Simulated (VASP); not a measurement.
# Re (P6_3/mmc) in VASP: further runs, part 2 of 2

VASP 6.6.1.

## 4. Relaxation of shape and atoms at fixed volume, PBE (15.85 Å³/atom)

This run uses another cell than the first one, of 15.85 Å³/atom.

INCAR reads:

```
PREC = Accurate
ENCUT = 600
EDIFF = 1E-6
ISMEAR = 0
SIGMA = 0.1
LREAL = F
LASPH = T
NELM = 100
ALGO = Fast
ISIF = 4
LWAVE = F
LCHARG = F
GGA = PE
IBRION = 2
NSW = 50
EDIFFG = -0.01
```

KPOINTS reads:

```
regular mesh
0
Gamma
  18 18 10
```

POSCAR reads:

```
Re
1.0
    2.8293104398      0.0000000000      0.0000000000
   -1.4146552199      2.4502547160      0.0000000000
    0.0000000000      0.0000000000      4.5720743698
Re
2
Direct
    0.3333333333      0.6666666667      0.2500000000
    0.6666666667      0.3333333333      0.7500000000
```

Potentials or basis: VASP PAW PBE potentials, release 64 (Re).

The run is started by

```bash
$ cat potpaw_PBE.64/Re/POTCAR > POTCAR
$ mpirun -np 1 vasp_std > vasp.out
```

OUTCAR:

```text
PREC = Accurate
   ENCUT = 600
   EDIFF = 1E-6
   ISMEAR = 0
   LREAL = F
   LASPH = T
   NELM = 100
   ISIF = 4
   GGA = PE
   IBRION = 2
   NSW = 50
   EDIFFG = -0.01

 ion  position               nearest neighbor table
   1  0.333  0.667  0.250-   2 2.81   2 2.81   2 2.81   2 2.81   2 2.81   2 2.81
   2  0.667  0.333  0.750-   1 2.81   1 2.81   1 2.81   1 2.81   1 2.81   1 2.81

  LATTYP: Found a hexagonal cell.
 ALAT       =     2.8293104398
 C/A-ratio  =     1.6159677303

  Lattice vectors:

 A1 = (   2.8293104398,   0.0000000000,   0.0000000000)
 A2 = (  -1.4146552199,   2.4502547160,   0.0000000000)
 A3 = (   0.0000000000,   0.0000000000,   4.5720743698)

Analysis of symmetry for initial positions (statically):
=====================================================================
 Subroutine PRICEL returns:
 Original cell was already a primitive cell.

 Routine SETGRP: Setting up the symmetry group for a
 hexagonal supercell.

 Subroutine GETGRP returns: Found 24 space group operations
 (whereof 12 operations were pure point group operations)
 out of a pool of 24 trial point group operations.

The static configuration has the point symmetry D_3d.
 The point group associated with its full space group is D_6h.

Analysis of symmetry for dynamics (positions and initial velocities):
=====================================================================
 Subroutine PRICEL returns:
 Original cell was already a primitive cell.

 Routine SETGRP: Setting up the symmetry group for a
 hexagonal supercell.

 Subroutine GETGRP returns: Found 24 space group operations
 (whereof 12 operations were pure point group operations)
 out of a pool of 24 trial point group operations.

The dynamic configuration has the point symmetry D_3d.
 The point group associated with its full space group is D_6h.

 Subroutine INISYM returns: Found 24 space group operations
 (whereof 12 operations are pure point group operations),
 and found     1 'primitive' translations

----------------------------------------------------------------------------------------

                                     Primitive cell

  volume of cell :      31.6960

  direct lattice vectors                    reciprocal lattice vectors
     2.829310440  0.000000000  0.000000000     0.353443011  0.204060417  0.000000000
    -1.414655220  2.450254716  0.000000000     0.000000000  0.408120835  0.000000000
     0.000000000  0.000000000  4.572074370     0.000000000  0.000000000  0.218719102

  length of vectors
     2.829310440  2.829310440  4.572074370     0.408120835  0.408120835  0.218719102

  position of ions in fractional coordinates (direct lattice)
     0.333333333  0.666666667  0.250000000
     0.666666667  0.333333333  0.750000000

  ion indices of the primitive-cell ions
   primitive index   ion index
                 1           1
                 2           2

----------------------------------------------------------------------------------------

 KPOINTS: regular mesh

Automatic generation of k-mesh.
[... 56 lines left out ...]
 SYSTEM =  unknown system
   PREC   = accura    normal or accurate (medium, high low for compatibility)
   ISTART =      0    job   : 0-new  1-cont  2-samecut
   ICHARG =      2    charge: 1-file 2-atom 10-const
   ISPIN  =      1    spin polarized calculation?
   LNONCOLLINEAR =      F non collinear calculations
   LSORBIT =      F    spin-orbit coupling
   LASPH  =      T    aspherical Exc in radial PAW
   ENCUT  =  600.0 eV  44.10 Ry    6.64 a.u.   5.65  5.65  9.13*2*pi/ulx,y,z
   NELM   =    100;   NELMIN=  2; NELMDL= -5     # of ELM steps
   EDIFF  = 0.1E-05   stopping-criterion for ELM
   LREAL  =      F    real-space projection
   EDIFFG = -.1E-01   stopping-criterion for IOM
   NSW    =     50    number of steps for IOM
   IBRION =      2    ionic relax: 0-MD 1-quasi-New 2-CG
   NFREE  =      1    steps in history (QN), initial steepest desc. (CG)
   ISIF   =      4    stress and relaxation
   ISYM   =      2    0-nonsym 1-usesym 2-fastsym
   POTIM  = 0.5000    time-step for ionic-motion
   TEBEG  =    0.0;   TEEND  =   0.0 temperature during run
   PSTRESS=    0.0 pullay stress
   NELECT =      14.0000    total number of electrons
   NUPDOWN=      -1.0000    fix difference up-down
   EMIN   =  10.00;   EMAX   =-10.00  energy-range for DOS
   EFERMI =   0.00;   METHOD = LEGACY
   ISMEAR =     0;   SIGMA  =   0.10  broadening in eV -4-tet -1-fermi 0-gaus
   EFERMI_NEDOS =   21; number of points for ismear=-14 and -15
   IALGO  =     68    algorithm
   IMIX   =      4    mixing-type and parameters
     AMIX     =   0.40;   BMIX     =  1.00
     AMIX_MAG =   1.60;   BMIX_MAG =  1.00
  volume/ion in A,a.u.               =      15.85       106.95
  Fermi-wavevector in a.u.,A,eV,Ry     =   1.246759  2.356033 21.149001  1.554408
  Thomas-Fermi vector in A             =   2.380922
   LORBIT       =      0    0 simple, 1 ext, 2 COOP (PROOUT), +10 PAW based schemes
   GGA     = PE    functional components
   LHFCALC =     F    Hartree Fock is set to
   AEXX    =    0.0000 exact exchange contribution
   IVDW    =     0    specifies the selected vdW correction
   LEPSILON=     F    determine dielectric tensor
   LRPA    =     F    only Hartree local field effects (RPA)
 conjugate gradient relaxation of ions
 non-spin polarized calculation
 RMM-DIIS sequential band-by-band and
 Gauss-broadening in eV      SIGMA  =   0.10
  energy-cutoff  :      600.00
  volume of cell :       31.70
 maximum number of plane-waves:      1093
 NGX is ok and might be reduce to    24
   NGX = 11   NGY = 11   NGZ = 19

--------------------------------------- Ionic step        1  -------------------------------------------

 number of electron      14.0000001 magnetization

 Free energy of the ion-electron system (eV)
  ---------------------------------------------------
  ext. energy  EPLUGINS =         0.00000000
  ---------------------------------------------------
  free energy    TOTEN  =       -24.74043503 eV

  energy without entropy =      -24.73147768  energy(sigma->0) =      -24.73595635

------------------------ aborting loop because EDIFF is reached ----------------------------------------

  FORCE on cell =-STRESS in cart. coord.  units (eV):
  Direction    XX          YY          ZZ          XY          YZ          ZX
  --------------------------------------------------------------------------------------
  -------------------------------------------------------------------------------------
  Total       -3.8017133     -3.8017133     -3.8724103     -0.0000000     -0.0000000      0.0000000
  in kB     -192.1696614   -192.1696613   -195.7432647     -0.0000000     -0.0000000      0.0000000
  external PRESSURE =    -193.3608625 kB  Pullay stress =       0.0000000 kB
[... 59 lines left out ...]
--------------------------------------- Ionic step        3  -------------------------------------------

 number of electron      14.0000001 magnetization

 Free energy of the ion-electron system (eV)
  ---------------------------------------------------
  ext. energy  EPLUGINS =         0.00000000
  ---------------------------------------------------
  free energy    TOTEN  =       -24.74045989 eV

  energy without entropy =      -24.73145746  energy(sigma->0) =      -24.73595867

 E-fermi :   6.9802     XC(G=0): -13.3236

 val. band max:        6.9795785359   @ k =   0.3889   0.0556   0.4000
 cond. band min:       6.9808468069   @ k =   0.1111   0.1111   0.0000
 fundamental gap:      0.0012682710
 Fermi energy:         6.9802472322

 k-point     1 :       0.0000    0.0000    0.0000
  band No.  band energies     occupation
      1      -2.3594      2.00000
      2       0.9005      2.00000
      3       5.5938      2.00000
      4       5.5978      2.00000
      5       5.5978      2.00000
      6       6.3391      2.00000
      7       6.3391      2.00000
      8       7.1702      0.00721
      9       7.1702      0.00721
     10       7.4909      0.00000
     11      10.0238      0.00000
[... 309 lines left out ...]
 k-point    24 :       0.3889    0.1111    0.0000
  band No.  band energies     occupation
      1       1.8192      2.00000
      2       2.0482      2.00000
      3       2.3803      2.00000
      4       4.8119      2.00000
      5       5.1343      2.00000
      6       5.7344      2.00000
      7       6.4175      2.00000
      8       9.8666      0.00000
      9      10.3946      0.00000
     10      10.6428      0.00000
     11      12.0284      0.00000

 [... further k-points ...]

------------------------ aborting loop because EDIFF is reached ----------------------------------------

  FORCE on cell =-STRESS in cart. coord.  units (eV):
  Direction    XX          YY          ZZ          XY          YZ          ZX
  --------------------------------------------------------------------------------------
  -------------------------------------------------------------------------------------
  Total       -3.8256721     -3.8256721     -3.8184510      0.0000000      0.0000000      0.0000000
  in kB     -193.3807351   -193.3807351   -193.0157192      0.0000000      0.0000000      0.0000000
  external PRESSURE =    -193.2590631 kB  Pullay stress =       0.0000000 kB
[... 17 lines left out ...]
  FREE ENERGIE OF THE ION-ELECTRON SYSTEM (eV)
  ---------------------------------------------------
  free  energy   TOTEN  =       -24.7404598865 eV

  energy  without entropy=      -24.7314574572  energy(sigma->0) =      -24.73595867

 reached required accuracy - stopping structural energy minimisation
```

OSZICAR:

```text
N       E                     dE             d eps       ncg     rms          rms(c)
DAV:   1     0.359318035661E+02    0.35932E+02   -0.73516E+03  8574   0.168E+03
DAV:   2    -0.182044525563E+02   -0.54136E+02   -0.46803E+02  7646   0.326E+02
[... 20 lines left out ...]
   2 F= -.24740448E+02 E0= -.24735931E+02  d E =-.128356E-04
       N       E                     dE             d eps       ncg     rms          rms(c)
DAV:   1    -0.247404803406E+02   -0.32914E-04   -0.16909E-03  8942   0.153E+00    0.217E-02
RMM:   2    -0.247404637036E+02    0.16637E-04   -0.54403E-06  4167   0.518E-02    0.112E-02
RMM:   3    -0.247404597348E+02    0.39688E-05   -0.17652E-05  5204   0.592E-02    0.219E-03
RMM:   4    -0.247404598865E+02   -0.15166E-06   -0.17902E-06  3622   0.381E-02
   3 F= -.24740460E+02 E0= -.24735959E+02  d E =-.248586E-04
```

Wall time 1.9 min (1 thread of Intel Xeon Platinum 8259CL at 2.50GHz (Skylake/Cascade Lake), shared host); peak memory 0.24 GiB.

What came out:

| Quantity | Value |
| --- | --- |
| Free energy | -24.7405 eV |
| Energy gained by relaxing | 0.0 meV/atom |
| Ionic steps | 3 |
| Pressure after relaxing | -19.3 GPa |
| Band gap on the k mesh | zero (bands 7 and 8 overlap by 2.79 eV) |

Final structure:
```yaml
crystal:
  lattice:
    - [2.83027, 0.00000, 0.00000]
    - [-1.41514, 2.45109, 0.00000]
    - [0.00000, 0.00000, 4.56897]
  atoms:
    - { symbol: Re, position: [0.33333, 0.66667, 0.25000] }
    - { symbol: Re, position: [0.66667, 0.33333, 0.75000] }
```

Levels at points of the mesh, in eV from the Fermi level:
| k point | band 4 | band 5 | band 6 | band 7 | band 8 | band 9 | band 10 | band 11 |
| --- | --- | --- | --- | --- | --- | --- | --- | --- |
| (0.00, 0.00, 0.00) | -1.38 | -1.38 | -0.64 | -0.64 | 0.19 | 0.19 | 0.51 | 3.04 |
| (0.50, 0.00, 0.00) | -1.71 | -1.68 | -1.24 | -0.54 | 3.54 | 3.90 | 4.01 | 5.44 |
| (0.00, 0.00, 0.50) | -2.15 | -1.50 | -1.50 | -1.50 | -1.50 | 2.29 | 2.29 | 2.29 |
| (0.50, 0.00, 0.50) | -3.66 | 0.39 | 0.39 | 0.81 | 0.81 | 3.82 | 3.88 | 4.31 |

Caveat: spin-orbit coupling is left out, which moves the levels of the heavy elements.

## 5. Relaxation of shape and atoms at fixed volume, PBE (16.45 Å³/atom)

INCAR reads:

```
SYSTEM = Re
  PREC = Accurate
  ENCUT = 600
  EDIFF = 1E-7
  ISMEAR = 0
  SIGMA = 0.1
  LREAL = .False.
  LASPH = .True.
  NELM = 80
  ALGO = Normal
  ISIF = 4
  LWAVE = .False.
  LCHARG = .False.
  GGA = PE
  IBRION = 2
  NSW = 50
  EDIFFG = -0.01
```

KPOINTS reads:

```
regular mesh
0
Gamma
  18 18 10
  0 0 0
```

POSCAR reads:

```
Re
1.0
    2.8649760341      0.0000000000      0.0000000000
   -1.4324880170      2.4811420268      0.0000000000
    0.0000000000      0.0000000000      4.6272112088
Re
2
Direct
    0.3333333333      0.6666666667      0.2500000000
    0.6666666667      0.3333333333      0.7500000000
```

The run is started by

```bash
$ cat potpaw_PBE.64/Re/POTCAR > POTCAR
$ mpirun -np 1 vasp_std > vasp.out
```

It took 1.8 min on 1 thread of Intel Xeon Platinum 8259CL at 2.50GHz (Skylake/Cascade Lake), shared host; peak memory 0.23 GiB.

Results (log left out):

```yaml
Free_energy: -24.5596 eV
Energy_gained_by_relaxing: 0.0 meV/atom
Ionic_steps: 3
Pressure_after_relaxing: -28.8 GPa
Band_gap_on_the_k_mesh: zero (bands 7 and 8 overlap by 2.63 eV)
```

Final structure:
```
Re
1.0
     2.86601    0.00000    0.00000
    -1.43301    2.48204    0.00000
     0.00000    0.00000    4.62386
Re
2
Direct
  0.33333 0.66667 0.25000
  0.66667 0.33333 0.75000
```

Levels at points of the mesh, in eV from the Fermi level:
| k point | band 5 | band 6 | band 7 | band 8 | band 9 | band 10 |
| --- | --- | --- | --- | --- | --- | --- |
| (0.00, 0.00, 0.00) | -1.30 | -0.60 | -0.60 | 0.18 | 0.18 | 0.47 |
| (0.50, 0.00, 0.00) | -1.61 | -1.18 | -0.52 | 3.34 | 3.68 | 3.78 |
| (0.00, 0.00, 0.50) | -1.42 | -1.42 | -1.42 | -1.42 | 2.16 | 2.16 |
| (0.50, 0.00, 0.50) | 0.37 | 0.37 | 0.76 | 0.76 | 3.60 | 3.60 |

Caveat: spin-orbit coupling is left out, which moves the levels of the heavy elements.

## 6. Summary

| cell | gap on the mesh (eV) | pressure (GPa) |
| --- | --- | --- |
| relaxed from a = 2.865, b = 2.865, c = 4.627 Å, angles 90.0, 90.0, 120.0°, 2 atoms | none | -28.8 |
| relaxed from a = 2.802, b = 2.802, c = 4.529 Å, angles 90.0, 90.0, 120.0°, 2 atoms | none | -10.7 |
| relaxed from a = 2.829, b = 2.829, c = 4.572 Å, angles 90.0, 90.0, 120.0°, 2 atoms | none | -19.3 |

Alike in all rows: task relaxation of shape and atoms at fixed volume; level PBE; potentials or basis VASP PAW PBE potentials, release 64 (Re); no spin polarisation; k mesh 18 × 18 × 10; cutoff (eV) 600; smearing gaussian 0.1 eV.

Caveats: spin-orbit coupling is left out, which moves the levels of the heavy elements.

Absolute energies hang on the potentials; compare differences alone.
